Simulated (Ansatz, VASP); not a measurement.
One calculation of BN, two programs

```
B N
1.0
     2.39703    0.00000    0.00000
    -1.19851    2.15498    0.00000
     0.00000    0.00000    5.78079
B N
2 2
Direct
  0.32848 0.65696 0.25000
  0.67152 0.34304 0.75000
  0.34128 0.68256 0.75000
  0.65872 0.31744 0.25000
```

Change from the starting cell: normal strain along x -0.0367, normal strain along z -0.1100.

Alike in both runs: functional LDA; k mesh 12 × 12 × 4; occupations gaussian, width 0.05 eV; no spin polarisation.

Ansatz relaxed the structure, and its values are those at the end. VASP's run is a single point on that final structure, the one shown.

```csv
,VASP,Ansatz
version,VASP 6.6.1,Ansatz 0.2.0
potentials or method,"VASP PAW LDA potentials, release 64 (B, N), cutoff 520 eV","scalar-relativistic, plane waves, PAW"
valence electrons in the cell,16,16
```

|  | VASP | Ansatz | Ansatz less VASP |
| --- | --- | --- | --- |
| gap on the k mesh at the Fermi level (eV) | 3.80 | 3.81 | +0.013 |
| least direct gap on the mesh (eV) | 4.16 | 4.18 | +0.012 |
| pressure (GPa) | 20.7 | 20.0 | -0.72 |

Ansatz warns that its potentials were made for another functional, while VASP's fit it. LDA's correlation is that of Perdew and Zunger in VASP and of Perdew and Wang (1992) in Ansatz. Ansatz's warnings: stress scf threshold loose.
